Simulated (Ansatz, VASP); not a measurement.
**Two plane-wave programs on SiC**

```
Si C
1.0
    -3.07520    0.00000    0.00000
    -1.53760   -2.66320    0.00000
    -1.92215   -1.10975   10.09633
Si C
4 4
Direct
  0.95578 0.95578 0.90605
  0.16413 0.16413 0.40605
  0.60164 0.60164 0.15605
  0.39329 0.39329 0.65605
  0.29418 0.29418 0.09395
  0.08583 0.08583 0.59395
  0.52334 0.52334 0.34395
  0.31499 0.31499 0.84395
```

Alike in both runs: task single point; functional r2SCAN; k mesh 8 × 8 × 3; occupations gaussian, width 0.05 eV; no spin polarisation.

```csv
,VASP,Ansatz
version,VASP 6.6.1,Ansatz 0.2.0
potentials or method,"VASP PAW PBE potentials, release 64 (Si, C), cutoff 520 eV","scalar-relativistic, plane waves, PAW"
valence electrons in the cell,32,32
```

VASP gave:

| Quantity | Value |
| --- | --- |
| gap on the k mesh at the Fermi level (eV) | 0.65 |
| least direct gap on the mesh (eV) | 1.13 |
| pressure (GPa) | -0.7 |
| traceless stress, the component that is largest in VASP (GPa) | 9.92 |
| rms of the force components (eV/Å) | 0.525 |

Question: What did Ansatz give for the same quantities?

Answer: gap on the k mesh at the Fermi level (eV): 0.66; least direct gap on the mesh (eV): 1.14; pressure (GPa): -0.5; traceless stress, the component that is largest in VASP (GPa): 9.95; rms of the force components (eV/Å): 0.526.

VASP's potentials were made for PBE, not for r2SCAN. Atom by atom the forces differ by 0.007 eV/Å (rms over components).
